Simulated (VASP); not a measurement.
FePb:

```
CELL_PARAMETERS angstrom
3.20000 0.00000 0.00000
0.00000 3.20000 0.00000
0.00000 0.00000 4.10000
ATOMIC_POSITIONS crystal
Fe 0.00000 0.00000 0.00000
Pb 0.50000 0.50000 0.50000
```

Base run:

```yaml
Program: VASP 6.6.1
Functional: PBE
Potentials_or_basis: VASP PAW PBE potentials, release 64 (Fe, Pb_d)
Cutoff: 520 eV
k_mesh: 8 × 8 × 6
Occupations: fermi-dirac, width 0.1 eV
Spin: collinear spin, ferromagnetic start
Starting_moments: "[3.0, 0.0] μB"
```

Its results: pressure -2.4 GPa.

Task: The run is repeated on the same cell with these changes: spin from collinear spin, ferromagnetic start to no spin polarisation; further incar settings from ALGO = Normal; EDIFF = 1e-07; NBANDS = 22 to ALGO = Normal; EDIFF = 1e-07; NBANDS = 18. What comes out?

Result: Pressure -10.6 GPa.

Caveats: the cell stands under tension (at least some runs).
